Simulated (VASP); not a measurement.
# LiF (Fm-3m) in VASP: single point with PBEsol

Aim: the single point of LiF with PBEsol.

All numbers are computed with VASP 6.6.1; they aren't measurements. Logs are shortened: lines on timing, memory, paths and dates and some standing lists are left out, and cuts for length are marked.

## (1) The cell of the first run

It takes space group Fm-3m (No. 225, cubic). Conventional cell: a = 4.007 Å, b = 4.007 Å, c = 4.007 Å, α = 90.00°, β = 90.00°, γ = 90.00°. Li (site symmetry m-3m) has 6 F at 2.00 Å within 2.7 Å. Within 2.7 Å of F (site symmetry m-3m) lie 6 Li at 2.00 Å.

## (2) Single point, PBEsol

Contents of INCAR:

```
PREC = Accurate
ENCUT = 750
EDIFF = 1E-6
ISMEAR = 0
SIGMA = 0.02
LREAL = F
LASPH = T
NELM = 120
ALGO = Normal
ISIF = 2
LWAVE = F
LCHARG = F
GGA = PS
NBANDS = 12
GGA_COMPAT = F
```

Contents of KPOINTS:

```
regular mesh
0
Gamma
  10 10 10
```

Contents of POSCAR:

```
LiF
1.0
    0.0000000000      2.0032854698      2.0032854698
    2.0032854698      0.0000000000      2.0032854698
    2.0032854698      2.0032854698      0.0000000000
Li F
1 1
Direct
    0.0000000000      0.0000000000      0.0000000000
    0.5000000000      0.5000000000      0.5000000000
```

Potentials or basis: VASP PAW PBE potentials, release 64 (Li_sv, F).

Launch:

```sh
cat potpaw_PBE.64/Li_sv/POTCAR potpaw_PBE.64/F/POTCAR > POTCAR
mpirun -np 1 vasp_std > vasp.out
```

OUTCAR:

```text
PREC = Accurate
   ENCUT = 750
   EDIFF = 1E-6
   ISMEAR = 0
   LREAL = F
   LASPH = T
   NELM = 120
   ISIF = 2
   GGA = PS

 ion  position               nearest neighbor table
   1  0.000  0.000  0.000-   2 2.00   2 2.00   2 2.00   2 2.00   2 2.00   2 2.00
   2  0.500  0.500  0.500-   1 2.00   1 2.00   1 2.00   1 2.00   1 2.00   1 2.00

  LATTYP: Found a face centered cubic cell.
 ALAT       =     4.0065709396

  Lattice vectors:

 A1 = (   0.0000000000,   2.0032854698,   2.0032854698)
 A2 = (   2.0032854698,   0.0000000000,   2.0032854698)
 A3 = (   2.0032854698,   2.0032854698,   0.0000000000)

Analysis of symmetry for initial positions (statically):
=====================================================================
 Subroutine PRICEL returns:
 Original cell was already a primitive cell.

 Routine SETGRP: Setting up the symmetry group for a
 face centered cubic supercell.

 Subroutine GETGRP returns: Found 48 space group operations
 (whereof 48 operations were pure point group operations)
 out of a pool of 48 trial point group operations.

The static configuration has the point symmetry O_h .

Analysis of symmetry for dynamics (positions and initial velocities):
=====================================================================
 Subroutine PRICEL returns:
 Original cell was already a primitive cell.

 Routine SETGRP: Setting up the symmetry group for a
 face centered cubic supercell.

 Subroutine GETGRP returns: Found 48 space group operations
 (whereof 48 operations were pure point group operations)
 out of a pool of 48 trial point group operations.

The dynamic configuration has the point symmetry O_h .

 Subroutine INISYM returns: Found 48 space group operations
 (whereof 48 operations are pure point group operations),
 and found     1 'primitive' translations

----------------------------------------------------------------------------------------

                                     Primitive cell

  volume of cell :      16.0790

  direct lattice vectors                    reciprocal lattice vectors
     0.000000000  2.003285470  2.003285470    -0.249589990  0.249589990  0.249589990
     2.003285470  0.000000000  2.003285470     0.249589990 -0.249589990  0.249589990
     2.003285470  2.003285470  0.000000000     0.249589990  0.249589990 -0.249589990

  length of vectors
     2.833073481  2.833073481  2.833073481     0.432302543  0.432302543  0.432302543

  position of ions in fractional coordinates (direct lattice)
     0.000000000  0.000000000  0.000000000
     0.500000000  0.500000000  0.500000000

  ion indices of the primitive-cell ions
   primitive index   ion index
                 1           1
                 2           2

----------------------------------------------------------------------------------------

 KPOINTS: regular mesh

Automatic generation of k-mesh.
 Grid dimensions read from file:
 generate k-points for:   10   10   10

 Generating k-lattice:

  Cartesian coordinates                     Fractional coordinates (reciprocal lattice)
    -0.024958999  0.024958999  0.024958999     0.100000000  0.000000000  0.000000000
     0.024958999 -0.024958999  0.024958999     0.000000000  0.100000000  0.000000000
     0.024958999  0.024958999 -0.024958999     0.000000000  0.000000000  0.100000000

  Length of vectors
     0.043230254  0.043230254  0.043230254

  Shift w.r.t. Gamma in fractional coordinates (k-lattice)
     0.000000000  0.000000000  0.000000000

 Subroutine IBZKPT returns following result:
 ===========================================

 Found     47 irreducible k-points:

 Following reciprocal coordinates:
            Coordinates               Weight
  0.000000  0.000000  0.000000      1.000000
  0.100000  0.000000  0.000000      8.000000
  0.200000  0.000000  0.000000      8.000000
  0.300000  0.000000  0.000000      8.000000
  0.400000  0.000000  0.000000      8.000000
  0.500000  0.000000  0.000000      4.000000
[... 16 lines left out ...]
  0.300000  0.300000  0.000000      6.000000
  0.400000  0.300000  0.000000     24.000000
 [... further k-points ...]
   k-points           NKPTS =     47   k-points in BZ     NKDIM =     47   number of bands    NBANDS=     12
   number of dos      NEDOS =    301   number of ions     NIONS =      2
   total plane-waves  NPLWV =  21952
   dimension x,y,z NGX =    28 NGY =   28 NGZ =   28
   dimension x,y,z NGXF=    56 NGYF=   56 NGZF=   56
   ions per type =               1   1
   NGX,Y,Z   is equivalent  to a cutoff of  16.43, 16.43, 16.43 a.u.
   NGXF,Y,Z  is equivalent  to a cutoff of  32.86, 32.86, 32.86 a.u.
 SYSTEM =  unknown system
   PREC   = accura    normal or accurate (medium, high low for compatibility)
   ISTART =      0    job   : 0-new  1-cont  2-samecut
   ICHARG =      2    charge: 1-file 2-atom 10-const
   ISPIN  =      1    spin polarized calculation?
   LNONCOLLINEAR =      F non collinear calculations
   LSORBIT =      F    spin-orbit coupling
   LASPH  =      T    aspherical Exc in radial PAW
   ENCUT  =  750.0 eV  55.12 Ry    7.42 a.u.   6.33  6.33  6.33*2*pi/ulx,y,z
   NELM   =    120;   NELMIN=  2; NELMDL= -5     # of ELM steps
   EDIFF  = 0.1E-05   stopping-criterion for ELM
   LREAL  =      F    real-space projection
   EDIFFG = 0.1E-04   stopping-criterion for IOM
   NSW    =      0    number of steps for IOM
   IBRION =     -1    ionic relax: 0-MD 1-quasi-New 2-CG
   NFREE  =      0    steps in history (QN), initial steepest desc. (CG)
   ISIF   =      2    stress and relaxation
   ISYM   =      2    0-nonsym 1-usesym 2-fastsym
   POTIM  = 0.5000    time-step for ionic-motion
   TEBEG  =    0.0;   TEEND  =   0.0 temperature during run
   PSTRESS=    0.0 pullay stress
   NELECT =      10.0000    total number of electrons
   NUPDOWN=      -1.0000    fix difference up-down
   EMIN   =  10.00;   EMAX   =-10.00  energy-range for DOS
   EFERMI =   0.00;   METHOD = LEGACY
   ISMEAR =     0;   SIGMA  =   0.02  broadening in eV -4-tet -1-fermi 0-gaus
   EFERMI_NEDOS =   21; number of points for ismear=-14 and -15
   IALGO  =     38    algorithm
   IMIX   =      4    mixing-type and parameters
     AMIX     =   0.40;   BMIX     =  1.00
     AMIX_MAG =   1.60;   BMIX_MAG =  1.00
  volume/ion in A,a.u.               =       8.04        54.25
  Fermi-wavevector in a.u.,A,eV,Ry     =   1.397404  2.640711 26.568614  1.952738
  Thomas-Fermi vector in A             =   2.520664
   LORBIT       =      0    0 simple, 1 ext, 2 COOP (PROOUT), +10 PAW based schemes
   GGA     = PS    functional components
   LHFCALC =     F    Hartree Fock is set to
   AEXX    =    0.0000 exact exchange contribution
   IVDW    =     0    specifies the selected vdW correction
   LEPSILON=     F    determine dielectric tensor
   LRPA    =     F    only Hartree local field effects (RPA)
 non-spin polarized calculation
 Gauss-broadening in eV      SIGMA  =   0.02
  energy-cutoff  :      750.00
  volume of cell :       16.08
 maximum number of plane-waves:       763
 NGX is ok and might be reduce to    28
   NGX = 13   NGY = 13   NGZ = 13

 number of electron      10.0000004 magnetization

 Free energy of the ion-electron system (eV)
  ---------------------------------------------------
  ext. energy  EPLUGINS =         0.00000000
  ---------------------------------------------------
  free energy    TOTEN  =        -9.85768169 eV

  energy without entropy =       -9.85768169  energy(sigma->0) =       -9.85768169

 E-fermi :  -0.9299     XC(G=0): -10.2832

 val. band max:       -1.0209150049   @ k =   0.0000   0.0000   0.0000
 cond. band min:       8.0276811081   @ k =   0.0000   0.0000   0.0000
 fundamental gap:      9.0485961130
 Fermi energy:        -0.9299166114

 k-point     1 :       0.0000    0.0000    0.0000
  band No.  band energies     occupation
      1     -41.1784      2.00000
      2     -20.9273      2.00000
      3      -1.0209      2.00000
      4      -1.0209      2.00000
      5      -1.0209      2.00000
      6       8.0277      0.00000
      7      23.0187      0.00000
      8      23.0187      0.00000
      9      23.0187      0.00000
     10      23.2532      0.00000
     11      23.2532      0.00000
     12      23.2532      0.00000

 k-point     2 :       0.1000    0.0000    0.0000
  band No.  band energies     occupation
      1     -41.1719      2.00000
      2     -20.8869      2.00000
      3      -1.3200      2.00000
      4      -1.0448      2.00000
      5      -1.0448      2.00000
      6       8.3224      0.00000
      7      20.2099      0.00000
      8      21.7131      0.00000
      9      21.7131      0.00000
     10      24.3401      0.00000
     11      24.3401      0.00000
     12      24.3908      0.00000

 k-point     3 :       0.2000    0.0000    0.0000
  band No.  band energies     occupation
      1     -41.1548      2.00000
      2     -20.7785      2.00000
      3      -2.0354      2.00000
      4      -1.1064      2.00000
      5      -1.1064      2.00000
      6       8.9696      0.00000
      7      17.7190      0.00000
      8      20.2062      0.00000
      9      20.2062      0.00000
     10      25.3708      0.00000
     11      25.6957      0.00000
     12      25.6957      0.00000

 k-point     4 :       0.3000    0.0000    0.0000
  band No.  band energies     occupation
      1     -41.1336      2.00000
      2     -20.6385      2.00000
      3      -2.8266      2.00000
      4      -1.1798      2.00000
      5      -1.1798      2.00000
      6       9.4965      0.00000
      7      16.2587      0.00000
      8      18.9468      0.00000
      9      18.9468      0.00000
     10      26.7510      0.00000
     11      27.4040      0.00000
     12      27.4040      0.00000

 k-point     5 :       0.4000    0.0000    0.0000
  band No.  band energies     occupation
      1     -41.1166      2.00000
      2     -20.5200      2.00000
      3      -3.4162      2.00000
      4      -1.2372      2.00000
      5      -1.2372      2.00000
      6       9.6503      0.00000
      7      15.7656      0.00000
      8      18.1336      0.00000
      9      18.1336      0.00000
     10      28.3670      0.00000
     11      29.1792      0.00000
     12      29.1792      0.00000
[... 228 lines left out ...]
      1     -41.1113      2.00000
      2     -20.4485      2.00000
      3      -3.0971      2.00000
      4      -2.2220      2.00000
      5      -1.2745      2.00000
      6      10.8527      0.00000
      7      14.8006      0.00000
      8      18.3855      0.00000
      9      18.4358      0.00000
     10      27.9167      0.00000
     11      28.0874      0.00000
     12      28.4770      0.00000

 k-point    22 :      -0.2000    0.2000    0.0000
  band No.  band energies     occupation
      1     -41.1269      2.00000
      2     -20.5753      2.00000
      3      -2.6823      2.00000
      4      -1.9235      2.00000
      5      -1.1354      2.00000
      6      10.2118      0.00000
      7      15.5589      0.00000
      8      18.8223      0.00000
      9      18.9606      0.00000
     10      26.2285      0.00000
     11      26.6206      0.00000
     12      29.2074      0.00000

 k-point    23 :       0.3000    0.3000    0.0000
  band No.  band energies     occupation
      1     -41.1210      2.00000
      2     -20.4890      2.00000
      3      -3.0000      2.00000
      4      -1.7094      2.00000
      5      -1.7094      2.00000
      6      11.2215      0.00000
      7      16.7277      0.00000
      8      18.0462      0.00000
      9      19.4116      0.00000
     10      19.4116      0.00000
     11      33.7116      0.00000
     12      33.7365      0.00000

 k-point    24 :       0.4000    0.3000    0.0000
  band No.  band energies     occupation
      1     -41.1084      2.00000
      2     -20.3724      2.00000
      3      -3.4330      2.00000
      4      -1.9285      2.00000
      5      -1.8114      2.00000
      6      12.0379      0.00000
      7      15.6183      0.00000
      8      17.5447      0.00000
      9      19.1635      0.00000
     10      20.2077      0.00000
     11      33.1631      0.00000
     12      34.0322      0.00000

 [... further k-points ...]
[... 5 lines left out ...]
  --------------------------------------------------------------------------------------
  -------------------------------------------------------------------------------------
  Total       -0.0327661     -0.0327661     -0.0327661      0.0000000      0.0000000     -0.0000000
  in kB       -3.2649564     -3.2649564     -3.2649564      0.0000000      0.0000000     -0.0000000
  external PRESSURE =      -3.2649564 kB  Pullay stress =       0.0000000 kB

 VOLUME and BASIS-vectors are now :
 -----------------------------------------------------------------------------
  energy-cutoff  :      750.00
  volume of cell :       16.08
      direct lattice vectors                 reciprocal lattice vectors
     0.000000000  2.003285470  2.003285470    -0.249589990  0.249589990  0.249589990
     2.003285470  0.000000000  2.003285470     0.249589990 -0.249589990  0.249589990
     2.003285470  2.003285470  0.000000000     0.249589990  0.249589990 -0.249589990

 POSITION                                       TOTAL-FORCE (eV/Angst)
 -----------------------------------------------------------------------------------
      0.00000      0.00000      0.00000        -0.000000     -0.000000     -0.000000
      2.00329      2.00329      2.00329         0.000000      0.000000      0.000000
 -----------------------------------------------------------------------------------
    total drift:                                0.000000      0.000000      0.000000

  FREE ENERGIE OF THE ION-ELECTRON SYSTEM (eV)
  ---------------------------------------------------
  free  energy   TOTEN  =        -9.8576816937 eV

  energy  without entropy=       -9.8576816937  energy(sigma->0) =       -9.85768169
```

It took 11 s on 1 thread of Intel Xeon Platinum 8488C (Sapphire Rapids), shared host; peak memory 0.15 GiB.

What came out:

```yaml
Free_energy: -9.8577 eV
Pressure: -0.3 GPa
Band_gap_on_the_k_mesh: 9.05 eV
```

Levels at points of the mesh, in eV from the valence-band top:
```csv
k point,band 1,band 2,band 3,band 4,band 5,band 6,band 7,band 8,band 9,band 10
"(0.00, 0.00, 0.00)",-40.16,-19.91,0.00,0.00,0.00,9.05,24.04,24.04,24.04,24.27
"(0.50, 0.00, 0.00)",-40.09,-19.45,-2.61,-0.24,-0.24,10.66,16.73,18.88,18.88,30.46
"(0.50, 0.50, 0.00)",-40.07,-19.17,-3.13,-1.04,-1.04,14.78,16.27,17.51,20.27,20.27
```

Caveat: the PAW data sets were made with another functional, which shifts forces and pressure a little. A k mesh can miss the band edges.
